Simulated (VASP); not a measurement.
# ZrSe2 (P-3m1) in VASP: settings compared

The runs below take ZrSe2 through single point, with HSE06, PBE-based screened hybrid with 40 % exact exchange.

All numbers are computed with VASP 6.6.1; they aren't measurements. Logs are shortened: lines on timing, memory, paths and dates and some standing lists are left out, and cuts for length are marked.

## 1. The cell of the first run

It takes space group P-3m1 (No. 164, trigonal). The conventional cell has a = 3.789 Å, b = 3.789 Å, c = 6.181 Å, α = 90.00°, β = 90.00°, γ = 120.00°. Zr (site symmetry -3m) has 6 Se at 2.69 Å within 3.5 Å. Se (site symmetry 3m) has 3 Zr at 2.69 Å within 3.5 Å.

## 2. Single point, HSE06

Input file POSCAR:

```
ZrSe2
1.0
    3.7893855286      0.0000000000      0.0000000000
   -1.8946927643      3.2817041325      0.0000000000
    0.0000000000      0.0000000000      6.1806783669
Zr Se
1 2
Direct
    0.0000000000      0.0000000000      0.0000000000
    0.3333333333      0.6666666667      0.2537453252
    0.6666666667      0.3333333333      0.7462546748
```

Input file INCAR.step1:

```
PREC = Accurate ; ENCUT = 400
EDIFF = 1E-5 ; ISMEAR = 0
SIGMA = 0.01 ; LREAL = F
LASPH = T ; NELM = 120
ALGO = Normal ; ISIF = 2
LWAVE = T ; LCHARG = F
GGA = PE ; NBANDS = 19
GGA_COMPAT = F
```

Input file INCAR.step2:

```
PREC = Accurate ; ENCUT = 400
EDIFF = 1E-6 ; ISMEAR = 0
SIGMA = 0.01 ; LREAL = F
LASPH = T ; NELM = 120
ALGO = Normal ; ISIF = 2
LWAVE = F ; LCHARG = F
GGA = PE ; LHFCALC = T
HFSCREEN = 0.2079 ; PRECFOCK = Normal
ISTART = 1 ; NBANDS = 19
GGA_COMPAT = F
```

Input file KPOINTS:

```
regular mesh
0
Gamma
  6 6 2
```

Potentials or basis: VASP PAW PBE potentials, release 64 (Zr_sv, Se).

Run with:

```sh
cat potpaw_PBE.64/Zr_sv/POTCAR potpaw_PBE.64/Se/POTCAR > POTCAR
cp INCAR.step1 INCAR
mpirun -np 1 vasp_std > vasp.out
cp INCAR.step2 INCAR
mpirun -np 1 vasp_std > vasp.out
```

OUTCAR:

```text
PREC = Accurate
   ENCUT = 400
   EDIFF = 1E-6
   ISMEAR = 0
   LREAL = F
   LASPH = T
   NELM = 120
   ISIF = 2
   GGA = PE
   LHFCALC = T
   HFSCREEN = 0.2079
   PRECFOCK = Normal
   ISTART = 1

 ion  position               nearest neighbor table
   1  0.000  0.000  0.000-   2 2.69   3 2.69   2 2.69   3 2.69   3 2.69   2 2.69
   2  0.333  0.667  0.254-   1 2.69   1 2.69   1 2.69
   3  0.667  0.333  0.746-   1 2.69   1 2.69   1 2.69

  LATTYP: Found a hexagonal cell.
 ALAT       =     3.7893855286
 C/A-ratio  =     1.6310502904

  Lattice vectors:

 A1 = (   3.7893855286,   0.0000000000,   0.0000000000)
 A2 = (  -1.8946927643,   3.2817041325,   0.0000000000)
 A3 = (   0.0000000000,   0.0000000000,   6.1806783669)

Analysis of symmetry for initial positions (statically):
=====================================================================
 Subroutine PRICEL returns:
 Original cell was already a primitive cell.

 Routine SETGRP: Setting up the symmetry group for a
 hexagonal supercell.

 Subroutine GETGRP returns: Found 12 space group operations
 (whereof 12 operations were pure point group operations)
 out of a pool of 24 trial point group operations.

The static configuration has the point symmetry D_3d.

Analysis of symmetry for dynamics (positions and initial velocities):
=====================================================================
 Subroutine PRICEL returns:
 Original cell was already a primitive cell.

 Routine SETGRP: Setting up the symmetry group for a
 hexagonal supercell.

 Subroutine GETGRP returns: Found 12 space group operations
 (whereof 12 operations were pure point group operations)
 out of a pool of 24 trial point group operations.

The dynamic configuration has the point symmetry D_3d.

 Subroutine INISYM returns: Found 12 space group operations
 (whereof 12 operations are pure point group operations),
 and found     1 'primitive' translations

----------------------------------------------------------------------------------------

                                     Primitive cell

  volume of cell :      76.8607

  direct lattice vectors                    reciprocal lattice vectors
     3.789385529  0.000000000  0.000000000     0.263895028  0.152359865  0.000000000
    -1.894692764  3.281704132  0.000000000     0.000000000  0.304719731  0.000000000
     0.000000000  0.000000000  6.180678367     0.000000000  0.000000000  0.161794538

  length of vectors
     3.789385529  3.789385529  6.180678367     0.304719731  0.304719731  0.161794538

  position of ions in fractional coordinates (direct lattice)
     0.000000000  0.000000000  0.000000000
     0.333333333  0.666666667  0.253745325
     0.666666667  0.333333333  0.746254675

  ion indices of the primitive-cell ions
   primitive index   ion index
                 1           1
                 2           2
                 3           3

----------------------------------------------------------------------------------------

 KPOINTS: regular mesh

Automatic generation of k-mesh.
 Grid dimensions read from file:
 generate k-points for:    6    6    2

 Generating k-lattice:

  Cartesian coordinates                     Fractional coordinates (reciprocal lattice)
     0.043982505  0.025393311  0.000000000     0.166666667  0.000000000  0.000000000
     0.000000000  0.050786622  0.000000000     0.000000000  0.166666667  0.000000000
     0.000000000  0.000000000  0.080897269     0.000000000  0.000000000  0.500000000

  Length of vectors
     0.050786622  0.050786622  0.080897269

  Shift w.r.t. Gamma in fractional coordinates (k-lattice)
     0.000000000  0.000000000  0.000000000

 Subroutine IBZKPT returns following result:
 ===========================================

 Found     14 irreducible k-points:

 Following reciprocal coordinates:
            Coordinates               Weight
  0.000000  0.000000  0.000000      1.000000
  0.166667 -0.000000  0.000000      6.000000
  0.333333  0.000000  0.000000      6.000000
  0.500000  0.000000  0.000000      3.000000
  0.166667  0.166667  0.000000      6.000000
  0.333333  0.166667  0.000000     12.000000
  0.333333  0.333333  0.000000      2.000000
  0.000000  0.000000  0.500000      1.000000
  0.166667 -0.000000  0.500000      6.000000
  0.333333  0.000000  0.500000      6.000000
  0.500000  0.000000  0.500000      3.000000
  0.166667  0.166667  0.500000      6.000000
  0.333333  0.166667  0.500000     12.000000
  0.333333  0.333333  0.500000      2.000000
   k-points           NKPTS =     14   k-points in BZ     NKDIM =     72   number of bands    NBANDS=     19
   number of dos      NEDOS =    301   number of ions     NIONS =      3
   total plane-waves  NPLWV =  31360
   dimension x,y,z NGX =    28 NGY =   28 NGZ =   40
   dimension x,y,z NGXF=    56 NGYF=   56 NGZF=   80
   ions per type =               1   2
   NGX,Y,Z   is equivalent  to a cutoff of  12.28, 12.28, 10.76 a.u.
   NGXF,Y,Z  is equivalent  to a cutoff of  24.57, 24.57, 21.52 a.u.
 SYSTEM =  unknown system
   PREC   = accura    normal or accurate (medium, high low for compatibility)
   ISTART =      1    job   : 0-new  1-cont  2-samecut
   ICHARG =      0    charge: 1-file 2-atom 10-const
   ISPIN  =      1    spin polarized calculation?
   LNONCOLLINEAR =      F non collinear calculations
   LSORBIT =      F    spin-orbit coupling
   LASPH  =      T    aspherical Exc in radial PAW
   ENCUT  =  400.0 eV  29.40 Ry    5.42 a.u.   6.18  6.18 10.08*2*pi/ulx,y,z
   NELM   =    120;   NELMIN=  2; NELMDL=  0     # of ELM steps
   EDIFF  = 0.1E-05   stopping-criterion for ELM
   LREAL  =      F    real-space projection
   EDIFFG = 0.1E-04   stopping-criterion for IOM
   NSW    =      0    number of steps for IOM
   IBRION =     -1    ionic relax: 0-MD 1-quasi-New 2-CG
   NFREE  =      0    steps in history (QN), initial steepest desc. (CG)
   ISIF   =      2    stress and relaxation
   ISYM   =      3    0-nonsym 1-usesym 2-fastsym
   POTIM  = 0.5000    time-step for ionic-motion
   TEBEG  =    0.0;   TEEND  =   0.0 temperature during run
   PSTRESS=    0.0 pullay stress
   NELECT =      24.0000    total number of electrons
   NUPDOWN=      -1.0000    fix difference up-down
   EMIN   =  10.00;   EMAX   =-10.00  energy-range for DOS
   EFERMI =   0.00;   METHOD = LEGACY
   ISMEAR =     0;   SIGMA  =   0.01  broadening in eV -4-tet -1-fermi 0-gaus
   EFERMI_NEDOS =   21; number of points for ismear=-14 and -15
   IALGO  =     38    algorithm
   IMIX   =      1    mixing-type and parameters
     AMIX     =   0.40;   BMIX     =  1.00
     AMIX_MAG =   1.60;   BMIX_MAG =  1.00
  volume/ion in A,a.u.               =      25.62       172.89
  Fermi-wavevector in a.u.,A,eV,Ry     =   1.110650  2.098824 16.783370  1.233543
  Thomas-Fermi vector in A             =   2.247204
   LORBIT       =      0    0 simple, 1 ext, 2 COOP (PROOUT), +10 PAW based schemes
   GGA     = PE    functional components
   LHFCALC =     T    Hartree Fock is set to
   PRECFOCK=normal    Normal, Fast or Accurate (Low or Medium for compatibility)
   ENCUT4O =  -1.0   cutoff for four orbital integrals eV
   NKREDX  =     1    reduce k-point grid by
   NKREDY  =     1    reduce k-point grid by
   NKREDZ  =     1    reduce k-point grid by
   AEXX    =    0.2500 exact exchange contribution
   HFSCREEN=    0.2079 screening length (either q_TF or 0.3 A-1)
   HFSCREENC=   0.2079 screening length for correlation (either q_TF or 0.3 A-1)
   ENCUTFOCK=  -1.0 apply spherical cutoff to Coloumb kernel
   IVDW    =     0    specifies the selected vdW correction
   LEPSILON=     F    determine dielectric tensor
   LRPA    =     F    only Hartree local field effects (RPA)
 non-spin polarized calculation
 Gauss-broadening in eV      SIGMA  =   0.01
  energy-cutoff  :      400.00
  volume of cell :       76.86
 maximum number of plane-waves:      1412
 NGX is ok and might be reduce to    28
  NGX = 20; NGY = 20; NGZ = 32

 number of electron      24.0000000 magnetization

 Free energy of the ion-electron system (eV)
  ---------------------------------------------------
  ext. energy  EPLUGINS =         0.00000000
  ---------------------------------------------------
  free energy    TOTEN  =       -23.32302593 eV

  energy without entropy =      -23.32302593  energy(sigma->0) =      -23.32302593

 E-fermi :   4.0913     XC(G=0):  -7.8937

 val. band max:        3.8822996525   @ k =   0.0000   0.0000   0.0000
 cond. band min:       4.8530271892   @ k =   0.5000   0.0000   0.5000
 fundamental gap:      0.9707275367
 Fermi energy:         4.0912586949

 k-point     1 :       0.0000    0.0000    0.0000
  band No.  band energies     occupation
      1     -49.1766      2.00000
      2     -25.8281      2.00000
      3     -25.6910      2.00000
      4     -25.6910      2.00000
      5     -10.6501      2.00000
      6      -9.2209      2.00000
[... 11 lines left out ...]
     18       9.5409      0.00000
     19       9.6899      0.00000

 k-point     2 :       0.1667   -0.0000    0.0000
  band No.  band energies     occupation
      1     -49.1730      2.00000
      2     -25.8157      2.00000
      3     -25.7475      2.00000
      4     -25.7033      2.00000
      5     -10.3765      2.00000
      6      -9.2462      2.00000
[... 11 lines left out ...]
     18      10.8730      0.00000
     19      11.4942      0.00000

 k-point     3 :       0.3333    0.0000    0.0000
  band No.  band energies     occupation
      1     -49.1658      2.00000
      2     -25.8594      2.00000
      3     -25.7899      2.00000
      4     -25.7278      2.00000
      5      -9.7779      2.00000
      6      -9.2817      2.00000
[... 11 lines left out ...]
     18      11.4465      0.00000
     19      12.0436      0.00000

 k-point     4 :       0.5000    0.0000    0.0000
  band No.  band energies     occupation
      1     -49.1621      2.00000
      2     -25.9139      2.00000
      3     -25.7773      2.00000
      4     -25.7399      2.00000
      5      -9.5102      2.00000
      6      -9.2176      2.00000
[... 187 lines left out ...]
     18      12.2349      0.00000
     19      12.6729      0.00000

 k-point    13 :       0.3333    0.1667    0.5000
  band No.  band energies     occupation
      1     -49.1622      2.00000
      2     -25.8845      2.00000
      3     -25.7785      2.00000
      4     -25.7687      2.00000
      5      -9.5118      2.00000
      6      -9.2104      2.00000
[... 11 lines left out ...]
     18      11.0365      0.00000
     19      11.8981      0.00000

 k-point    14 :       0.3333    0.3333    0.5000
  band No.  band energies     occupation
      1     -49.1603      2.00000
      2     -25.8439      2.00000
      3     -25.8439      2.00000
      4     -25.7718      2.00000
      5      -9.2788      2.00000
      6      -9.2788      2.00000
[... 11 lines left out ...]
     18      12.3664      0.00000
     19      12.3665      0.00000

------------------------ aborting loop because EDIFF is reached ----------------------------------------

  FORCE on cell =-STRESS in cart. coord.  units (eV):
  Direction    XX          YY          ZZ          XY          YZ          ZX
  --------------------------------------------------------------------------------------
  -------------------------------------------------------------------------------------
  Total        0.0060257      0.0060257      0.2351311      0.0000000      0.0000000      0.0000000
  in kB        0.1256075      0.1256075      4.9013563      0.0000000      0.0000000      0.0000000
  external PRESSURE =       1.7175238 kB  Pullay stress =       0.0000000 kB

 VOLUME and BASIS-vectors are now :
 -----------------------------------------------------------------------------
  energy-cutoff  :      400.00
  volume of cell :       76.86
      direct lattice vectors                 reciprocal lattice vectors
     3.789385529  0.000000000  0.000000000     0.263895028  0.152359865  0.000000000
    -1.894692764  3.281704132  0.000000000     0.000000000  0.304719731  0.000000000
     0.000000000  0.000000000  6.180678367     0.000000000  0.000000000  0.161794538

 POSITION                                       TOTAL-FORCE (eV/Angst)
 -----------------------------------------------------------------------------------
      0.00000      0.00000      0.00000         0.000000      0.000000      0.000000
     -0.00000      2.18780      1.56832        -0.000000      0.000000     -0.162374
      1.89469      1.09390      4.61236        -0.000000     -0.000000      0.162374
 -----------------------------------------------------------------------------------
    total drift:                                0.000000     -0.000000      0.000000

  FREE ENERGIE OF THE ION-ELECTRON SYSTEM (eV)
  ---------------------------------------------------
  free  energy   TOTEN  =       -23.3230259314 eV

  energy  without entropy=      -23.3230259314  energy(sigma->0) =      -23.32302593
```

Run time: 20 min. Hardware: 1 thread of Intel Xeon Platinum 8259CL at 2.50GHz (Skylake/Cascade Lake), shared host; peak memory 0.29 GiB.

What came out:

| Property | Result |
| --- | --- |
| Free energy | -23.3230 eV |
| Pressure | 0.2 GPa |
| Largest force | 0.162 eV/Å |
| Band gap on the k mesh | 0.97 eV (least direct gap 1.80 eV) |

Forces on the atoms (eV/Å):
```
Zr   0.000  0.000  0.000
Se   0.000  0.000 -0.162
Se   0.000  0.000  0.162
```

Levels at points of the mesh, in eV from the valence-band top:
| k point | band 8 | band 9 | band 10 | band 11 | band 12 | band 13 | band 14 | band 15 | band 16 | band 17 |
| --- | --- | --- | --- | --- | --- | --- | --- | --- | --- | --- |
| (0.00, 0.00, 0.00) | -2.99 | -2.99 | -0.05 | -0.05 | 0.00 | 1.80 | 1.80 | 2.34 | 5.07 | 5.07 |
| (0.50, 0.00, 0.00) | -3.33 | -2.94 | -2.78 | -2.44 | -1.54 | 1.16 | 3.48 | 3.87 | 5.69 | 5.95 |
| (0.00, 0.00, 0.50) | -2.93 | -2.93 | -2.30 | -0.24 | -0.24 | 1.77 | 1.77 | 2.76 | 5.53 | 5.53 |
| (0.50, 0.00, 0.50) | -4.08 | -2.98 | -2.82 | -1.18 | -1.13 | 0.97 | 3.46 | 3.86 | 5.30 | 5.71 |

Caveat: the k points lie up to 0.51 Å⁻¹ apart; the PAW data sets were made with another functional, which shifts forces and pressure a little; this functional lacks dispersion, which binds the layers, so the pressure and a relaxed spacing across them are unreliable. A k mesh can miss the band edges.

## 3. Single point, PBE-based screened hybrid with 40 % exact exchange

POSCAR is that of step 2.

Input file INCAR.step1:

```
PREC = Accurate
ENCUT = 400
EDIFF = 1E-5
ISMEAR = 0
SIGMA = 0.01
LREAL = False
LASPH = True
NELM = 120
ALGO = Normal
ISIF = 2
LWAVE = True
LCHARG = False
GGA = PE
NBANDS = 19
GGA_COMPAT = False
```

Input file INCAR.step2:

```
PREC = Accurate
ENCUT = 400
EDIFF = 1E-6
ISMEAR = 0
SIGMA = 0.01
LREAL = False
LASPH = True
NELM = 120
ALGO = Normal
ISIF = 2
LWAVE = False
LCHARG = False
GGA = PE
LHFCALC = True
AEXX = 0.4
HFSCREEN = 0.5
PRECFOCK = Normal
ISTART = 1
NBANDS = 19
GGA_COMPAT = False
```

KPOINTS is that of step 2.

Potentials or basis: VASP PAW PBE potentials, release 64 (Zr_sv, Se).

Run with:

```sh
cat potpaw_PBE.64/Zr_sv/POTCAR potpaw_PBE.64/Se/POTCAR > POTCAR
cp INCAR.step1 INCAR
mpirun -np 1 vasp_std > vasp.out
cp INCAR.step2 INCAR
mpirun -np 1 vasp_std > vasp.out
```

Wall time 21 min (1 thread of Intel Xeon Platinum 8259CL at 2.50GHz (Skylake/Cascade Lake), shared host); peak memory 0.29 GiB.

It converged, with:

```
Free energy            : -22.6839 eV
Pressure               : 0.0 GPa
Largest force          : 0.199 eV/Å
Band gap on the k mesh : 0.80 eV (least direct gap 1.65 eV)
```

Forces in eV/Å, atoms in the order of the input:
```
Zr   0.000  0.000  0.000
Se   0.000  0.000 -0.199
Se   0.000  0.000  0.199
```

Stress tensor (GPa, compression positive):
```
-0.06  0.00  0.00
 0.00 -0.06  0.00
 0.00  0.00  0.22
```

Levels at points of the mesh, in eV from the valence-band top:
```csv
k point,band 10,band 11,band 12,band 13,band 14,band 15
"(0.00, 0.00, 0.00)",-0.07,-0.07,0.00,1.65,1.65,2.16
"(0.50, 0.00, 0.00)",-2.71,-2.39,-1.53,0.99,3.32,3.70
"(0.00, 0.00, 0.50)",-2.25,-0.26,-0.26,1.61,1.61,2.58
"(0.50, 0.00, 0.50)",-2.75,-1.18,-1.11,0.80,3.31,3.69
```

Caveat: the k points lie up to 0.51 Å⁻¹ apart; the PAW data sets were made with another functional, which shifts forces and pressure a little.
